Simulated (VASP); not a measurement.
# TePb (P1) in VASP: single point with PBEsol

Aim: the single point of TePb with PBEsol.

Everything below comes from runs of VASP 6.6.1. Logs are shortened: lines on timing, memory, paths and dates and some standing lists are left out, and cuts for length are marked.

### 1 The cell of the first run

The typed cell holds 16 atoms: a = 9.243 Å, b = 9.243 Å, c = 9.243 Å, α = 60.00°, β = 60.00°, γ = 60.00°.

### 2 Single point, PBEsol

INCAR

```
  PREC = Accurate
  ENCUT = 520
  EDIFF = 1E-6
  ISMEAR = -1
  SIGMA = 0.112
  LREAL = Auto
  LASPH = T
  NELM = 100
  ALGO = Normal
  ISIF = 2
  LWAVE = F
  LCHARG = F
  GGA = PS
  NBANDS = 94
```

KPOINTS

```
Automatic mesh
0
Gamma
  2 2 2
```

POSCAR

```
TePb
1.0
    0.0000000000      6.5357111017      6.5357111017
    6.5357111017      0.0000000000      6.5357111017
    6.5357111017      6.5357111017      0.0000000000
Te Pb
8 8
Direct
    0.2467492787      0.2461672456      0.2538049761
    0.2391891220      0.2444873978      0.7567938550
    0.2569219284      0.7493603104      0.2393796904
    0.2403375816      0.7431332145      0.7584681946
    0.7528157110      0.2443581081      0.2518648659
    0.7592335283      0.2350425189      0.7590084572
    0.7450345378      0.7635399457      0.2468667104
    0.7626427978      0.7409213664      0.7543462254
    0.0018256621     -0.0046193902      0.0064855988
    0.0013185252     -0.0033525809      0.5039421799
   -0.0011309404      0.4980361661      0.0005536505
    0.0011369077      0.5040886062      0.4897386757
    0.4987610299      0.0066499267     -0.0012982520
    0.4981466361      0.0105045188      0.4977055212
    0.5008040363      0.5099511665     -0.0044796197
    0.4971667887      0.5044529124      0.4963479030
```

Potentials or basis: VASP PAW PBE potentials, release 64 (Te, Pb_d).

Run with:

```
$ cat potpaw_PBE.64/Te/POTCAR potpaw_PBE.64/Pb_d/POTCAR > POTCAR
$ mpirun -np 1 vasp_std > vasp.out
```

OUTCAR:

```text
PREC = Accurate
   ENCUT = 520
   EDIFF = 1E-6
   ISMEAR = -1
   LREAL = Auto
   LASPH = T
   NELM = 100
   ISIF = 2
   GGA = PS

 ion  position               nearest neighbor table
   1  0.247  0.246  0.254-  12 3.23  13 3.23  10 3.24  14 3.24  11 3.28  15 3.38
   2  0.239  0.244  0.757-   9 3.18  14 3.23  11 3.25  13 3.28  12 3.30  16 3.39
   3  0.257  0.749  0.239-  15 3.16   9 3.19  16 3.25  13 3.26  12 3.28  10 3.35
   4  0.240  0.743  0.758-  11 3.18  10 3.23  15 3.26   9 3.27  16 3.28  14 3.43
   5  0.753  0.244  0.252-  14 3.19   9 3.23  11 3.27  10 3.27  16 3.30  15 3.32
   6  0.759  0.235  0.759-  13 3.20   9 3.20  10 3.23  12 3.34  15 3.35  16 3.43
[... 8 lines left out ...]
  15  0.501  0.510  0.996-   3 3.16   8 3.22   4 3.26   5 3.32   6 3.35   1 3.38
  16  0.497  0.504  0.496-   3 3.25   4 3.28   5 3.30   7 3.31   2 3.39   6 3.43

  LATTYP: Found a face centered cubic cell.
 ALAT       =    13.0714222034

  Lattice vectors:

 A1 = (   0.0000000000,   6.5357111017,   6.5357111017)
 A2 = (   6.5357111017,   0.0000000000,   6.5357111017)
 A3 = (   6.5357111017,   6.5357111017,   0.0000000000)

Analysis of symmetry for initial positions (statically):
=====================================================================
 Subroutine PRICEL returns:
 Original cell was already a primitive cell.

 Routine SETGRP: Setting up the symmetry group for a
 face centered cubic supercell.

 Subroutine GETGRP returns: Found  1 space group operations
 (whereof  1 operations were pure point group operations)
 out of a pool of 48 trial point group operations.

The static configuration has the point symmetry C_1 .

Analysis of symmetry for dynamics (positions and initial velocities):
=====================================================================
 Subroutine PRICEL returns:
 Original cell was already a primitive cell.

 Routine SETGRP: Setting up the symmetry group for a
 face centered cubic supercell.

 Subroutine GETGRP returns: Found  1 space group operations
 (whereof  1 operations were pure point group operations)
 out of a pool of 48 trial point group operations.

The dynamic configuration has the point symmetry C_1 .

 Subroutine INISYM returns: Found  1 space group operations
 (whereof  1 operations are pure point group operations),
 and found     1 'primitive' translations

----------------------------------------------------------------------------------------

                                     Primitive cell

  volume of cell :     558.3526

  direct lattice vectors                    reciprocal lattice vectors
     0.000000000  6.535711102  6.535711102    -0.076502770  0.076502770  0.076502770
     6.535711102  0.000000000  6.535711102     0.076502770 -0.076502770  0.076502770
     6.535711102  6.535711102  0.000000000     0.076502770  0.076502770 -0.076502770

  length of vectors
     9.242891280  9.242891280  9.242891280     0.132506684  0.132506684  0.132506684

  position of ions in fractional coordinates (direct lattice)
     0.246749279  0.246167246  0.253804976
     0.239189122  0.244487398  0.756793855
     0.256921928  0.749360310  0.239379690
     0.240337582  0.743133214  0.758468195
     0.752815711  0.244358108  0.251864866
     0.759233528  0.235042519  0.759008457
[... 8 lines left out ...]
     0.500804036  0.509951167  0.995520380
     0.497166789  0.504452912  0.496347903

  ion indices of the primitive-cell ions
   primitive index   ion index
                 1           1
                 2           2
                 3           3
                 4           4
                 5           5
                 6           6
[... 8 lines left out ...]
                15          15
                16          16

----------------------------------------------------------------------------------------

 KPOINTS: Automatic mesh

Automatic generation of k-mesh.
 Grid dimensions read from file:
 generate k-points for:    2    2    2

 Generating k-lattice:

  Cartesian coordinates                     Fractional coordinates (reciprocal lattice)
    -0.038251385  0.038251385  0.038251385     0.500000000  0.000000000  0.000000000
     0.038251385 -0.038251385  0.038251385     0.000000000  0.500000000  0.000000000
     0.038251385  0.038251385 -0.038251385     0.000000000  0.000000000  0.500000000

  Length of vectors
     0.066253342  0.066253342  0.066253342

  Shift w.r.t. Gamma in fractional coordinates (k-lattice)
     0.000000000  0.000000000  0.000000000

 Subroutine IBZKPT returns following result:
 ===========================================

 Found      8 irreducible k-points:

 Following reciprocal coordinates:
            Coordinates               Weight
  0.000000  0.000000  0.000000      1.000000
  0.500000  0.000000  0.000000      1.000000
  0.000000  0.500000  0.000000      1.000000
  0.000000  0.000000  0.500000      1.000000
  0.500000  0.500000  0.500000      1.000000
  0.500000  0.500000  0.000000      1.000000
  0.000000  0.500000  0.500000      1.000000
  0.500000  0.000000  0.500000      1.000000
   k-points           NKPTS =      8   k-points in BZ     NKDIM =      8   number of bands    NBANDS=     94
   number of dos      NEDOS =    301   number of ions     NIONS =     16
   total plane-waves  NPLWV = 343000
   dimension x,y,z NGX =    70 NGY =   70 NGZ =   70
   dimension x,y,z NGXF=   140 NGYF=  140 NGZF=  140
   ions per type =               8   8
   NGX,Y,Z   is equivalent  to a cutoff of  12.59, 12.59, 12.59 a.u.
   NGXF,Y,Z  is equivalent  to a cutoff of  25.18, 25.18, 25.18 a.u.
 SYSTEM =  unknown system
   PREC   = accura    normal or accurate (medium, high low for compatibility)
   ISTART =      0    job   : 0-new  1-cont  2-samecut
   ICHARG =      2    charge: 1-file 2-atom 10-const
   ISPIN  =      1    spin polarized calculation?
   LNONCOLLINEAR =      F non collinear calculations
   LSORBIT =      F    spin-orbit coupling
   LASPH  =      T    aspherical Exc in radial PAW
   ENCUT  =  520.0 eV  38.22 Ry    6.18 a.u.  17.19 17.19 17.19*2*pi/ulx,y,z
   NELM   =    100;   NELMIN=  2; NELMDL= -5     # of ELM steps
   EDIFF  = 0.1E-05   stopping-criterion for ELM
   LREAL  =      T    real-space projection
   EDIFFG = 0.1E-04   stopping-criterion for IOM
   NSW    =      0    number of steps for IOM
   IBRION =     -1    ionic relax: 0-MD 1-quasi-New 2-CG
   NFREE  =      0    steps in history (QN), initial steepest desc. (CG)
   ISIF   =      2    stress and relaxation
   ISYM   =      2    0-nonsym 1-usesym 2-fastsym
   POTIM  = 0.5000    time-step for ionic-motion
   TEBEG  =    0.0;   TEEND  =   0.0 temperature during run
   PSTRESS=    0.0 pullay stress
   NELECT =     160.0000    total number of electrons
   NUPDOWN=      -1.0000    fix difference up-down
   EMIN   =  10.00;   EMAX   =-10.00  energy-range for DOS
   EFERMI =   0.00;   METHOD = LEGACY
   ISMEAR =    -1;   SIGMA  =   0.11  broadening in eV -4-tet -1-fermi 0-gaus
   EFERMI_NEDOS =   21; number of points for ismear=-14 and -15
   IALGO  =     38    algorithm
   IMIX   =      4    mixing-type and parameters
     AMIX     =   0.40;   BMIX     =  1.00
     AMIX_MAG =   1.60;   BMIX_MAG =  1.00
  volume/ion in A,a.u.               =      34.90       235.50
  Fermi-wavevector in a.u.,A,eV,Ry     =   1.079308  2.039596 15.849499  1.164905
  Thomas-Fermi vector in A             =   2.215269
   LORBIT       =      0    0 simple, 1 ext, 2 COOP (PROOUT), +10 PAW based schemes
   GGA     = PS    functional components
   LHFCALC =     F    Hartree Fock is set to
   AEXX    =    0.0000 exact exchange contribution
   IVDW    =     0    specifies the selected vdW correction
   LEPSILON=     F    determine dielectric tensor
   LRPA    =     F    only Hartree local field effects (RPA)
 non-spin polarized calculation
  energy-cutoff  :      520.00
  volume of cell :      558.35
 maximum number of plane-waves:     15065
 NGX is ok and might be reduce to    70
   NGX = 35   NGY = 35   NGZ = 35

 number of electron     159.9999999 magnetization

 Free energy of the ion-electron system (eV)
  ---------------------------------------------------
  ext. energy  EPLUGINS =         0.00000000
  ---------------------------------------------------
  free energy    TOTEN  =       -65.79089567 eV

  energy without entropy =      -65.75467190  energy(sigma->0) =      -65.77278378

 E-fermi :   5.3953     XC(G=0):  -9.3202

 val. band max:        5.0207057421   @ k =   0.0000   0.0000   0.0000
 cond. band min:       5.7586515209   @ k =   0.0000   0.0000   0.0000
 fundamental gap:      0.7379457788
 Fermi energy:         5.3952727024

 k-point     1 :       0.0000    0.0000    0.0000
  band No.  band energies     occupation
      1     -11.6479      2.00000
      2     -11.6457      2.00000
      3     -11.6226      2.00000
      4     -11.6188      2.00000
      5     -11.6171      2.00000
      6     -11.6104      2.00000
[... 84 lines left out ...]
     91       6.3890      0.00028
     92       6.3967      0.00026

 k-point     2 :       0.5000    0.0000    0.0000
  band No.  band energies     occupation
      1     -11.6443      2.00000
      2     -11.6421      2.00000
      3     -11.6214      2.00000
      4     -11.6181      2.00000
      5     -11.6163      2.00000
      6     -11.5935      2.00000
[... 559 lines left out ...]
     91       7.5715      0.00000
     92       7.5883      0.00000

 k-point     8 :       0.5000    0.0000    0.5000
  band No.  band energies     occupation
      1     -11.6426      2.00000
      2     -11.6415      2.00000
      3     -11.6207      2.00000
      4     -11.6182      2.00000
      5     -11.6156      2.00000
      6     -11.5996      2.00000
[... 84 lines left out ...]
     91       7.4332      0.00000
     92       7.6895      0.00000
 [bands above 92 left out]

------------------------ aborting loop because EDIFF is reached ----------------------------------------

  FORCE on cell =-STRESS in cart. coord.  units (eV):
  Direction    XX          YY          ZZ          XY          YZ          ZX
  --------------------------------------------------------------------------------------
  -------------------------------------------------------------------------------------
  Total       -6.1099984     -5.7127372     -5.5609069     -0.0839352     -0.0126310      0.0472408
  in kB      -17.5324715    -16.3925414    -15.9568687     -0.2408497     -0.0362443      0.1355562
  external PRESSURE =     -16.6272939 kB  Pullay stress =       0.0000000 kB

 VOLUME and BASIS-vectors are now :
 -----------------------------------------------------------------------------
  energy-cutoff  :      520.00
  volume of cell :      558.35
      direct lattice vectors                 reciprocal lattice vectors
     0.000000000  6.535711102  6.535711102    -0.076502770  0.076502770  0.076502770
     6.535711102  0.000000000  6.535711102     0.076502770 -0.076502770  0.076502770
     6.535711102  6.535711102  0.000000000     0.076502770  0.076502770 -0.076502770

 POSITION                                       TOTAL-FORCE (eV/Angst)
 -----------------------------------------------------------------------------------
      3.26767      3.27148      3.22156        -0.049928      0.188319      0.078352
      6.54408      6.50946      3.16117         0.038211      0.011136      0.306675
      6.46212      3.24368      6.57677         0.105123      0.319309     -0.194345
      9.81403      6.52791      6.42768        -0.136275      0.124548      0.171800
      3.24317      6.56630      6.51724         0.106765     -0.042016     -0.150813
      6.49683      9.92279      6.49830        -0.026325     -0.289989      0.110552
[... 8 lines left out ...]
      9.83933      9.77954      6.60600        -0.144232      0.006657     -0.019659
      6.54094      6.49333      6.54630         0.039825      0.118019      0.023957
 -----------------------------------------------------------------------------------
    total drift:                               -0.011133      0.002812     -0.006470

  FREE ENERGIE OF THE ION-ELECTRON SYSTEM (eV)
  ---------------------------------------------------
  free  energy   TOTEN  =       -65.7908956718 eV

  energy  without entropy=      -65.7546718971  energy(sigma->0) =      -65.77278378
```

Run time: 22 min. Hardware: 1 thread of Intel Xeon Platinum 8259CL at 2.50GHz (Skylake/Cascade Lake), shared host; peak memory 0.8 GiB.

Results:

```yaml
Free_energy: -65.7909 eV
Pressure: -1.7 GPa
Largest_force: 0.444 eV/Å
Band_gap_on_the_k_mesh: 0.74 eV
```

Forces in eV/Å, atoms in the order of the input:
```
Te  -0.050  0.188  0.078
Te   0.038  0.011  0.307
Te   0.105  0.319 -0.194
Te  -0.136  0.125  0.172
Te   0.107 -0.042 -0.151
Te  -0.026 -0.290  0.111
Te  -0.127  0.139 -0.402
Te   0.024 -0.257 -0.176
Pb  -0.011 -0.179  0.052
Pb   0.117 -0.078  0.102
Pb   0.069  0.009  0.086
Pb   0.106  0.010 -0.042
Pb  -0.063 -0.083  0.098
Pb  -0.048  0.003 -0.046
Pb  -0.144  0.007 -0.020
Pb   0.040  0.118  0.024
```

Caveat: the atoms stand as in a frame of molecular dynamics; the PAW data sets were made with another functional, which shifts forces and pressure a little; spin-orbit coupling is left out, which moves the levels of the heavy elements.
